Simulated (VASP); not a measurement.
Wanted: the native input for a VASP 6.6.1 run.

```yaml
Task: single point
Functional: PBE
Potentials_or_basis: VASP PAW PBE potentials, release 64 (Ca_sv)
Cutoff: 520 eV
k_mesh: 7 × 7 × 7
Occupations: fermi-dirac, width 0.05 eV
Spin: no spin polarisation
Dipole_correction: no
Further_INCAR_settings: ALGO = Normal; EDIFF = 1e-07; NBANDS = 11
```

The structure of Ca lies in POSCAR:

```
Ca
1.0
    0.0000000000      2.9059680000      2.7942000000
    2.9059680000      0.0000000000      2.7942000000
    2.9059680000      2.9059680000      0.0000000000
Ca
1
Direct
    0.0000000000      0.0000000000      0.0000000000
```

The input as run:

INCAR

```
  PREC = Accurate
  ENCUT = 520
  EDIFF = 1E-7
  ISMEAR = -1
  SIGMA = 0.05
  LREAL = False
  LASPH = True
  NELM = 80
  ALGO = Normal
  ISIF = 2
  LWAVE = False
  LCHARG = False
  GGA = PE
  NBANDS = 11
```

KPOINTS

```
Automatic mesh
0
Gamma
  7 7 7
```

Potentials or basis: VASP PAW PBE potentials, release 64 (Ca_sv).

The run is started by

```console
$ cat potpaw_PBE.64/Ca_sv/POTCAR > POTCAR
$ mpirun -np 1 vasp_std > vasp.out
```

Results of the run:

```yaml
Pressure: -1.6 GPa
Band_gap_on_the_k_mesh: zero (band 5 reaches 1.69 eV, above the bottom of band 6 at 1.43 eV)
```

Wall time 19 s on 1 thread of Intel Xeon 6975P-C, on a shared host, peak memory 0.17 GiB.
